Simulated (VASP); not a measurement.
Crystal: C.

```
C
1.0
     0.00000    1.78012    1.79793
     1.78012    0.00000    1.79793
     1.78012    1.78012    0.00000
C
2
Direct
  0.00000 0.00000 0.00000
  0.25000 0.25000 0.25000
```

This cell differs from its parent crystal: uniaxial z strain +1.0%.

Base run:

| Item | Value |
| --- | --- |
| Program | VASP 6.6.1 |
| Functional | r2SCAN |
| Potentials or basis | VASP PAW PBE potentials, release 64 (C_h) |
| Cutoff | 910 eV |
| k mesh | 12 × 12 × 12 |
| Occupations | gaussian, width 0.01 eV |
| Spin | no spin polarisation |

Its results: band gap on the k mesh 4.23 eV, indirect (least direct gap 5.77 eV); pressure -5.2 GPa.

**Question.** The run is repeated on the same cell with these changes: potentials or basis from VASP PAW PBE potentials, release 64 (C_h) to VASP PAW PBE potentials, release 64 (C); cutoff from 910 eV to 520 eV. What comes out?

**Answer.** Band gap on the k mesh 4.20 eV, indirect (least direct gap 5.73 eV); pressure -3.3 GPa.

Caveats: the PAW data sets were made with another functional, which shifts forces and pressure a little; the cutoff is under 1.25 times the usual one of these potentials, so pressure, stress and relaxed cells hold a basis-set (Pulay) error (some runs).

A k mesh can miss the band edges.
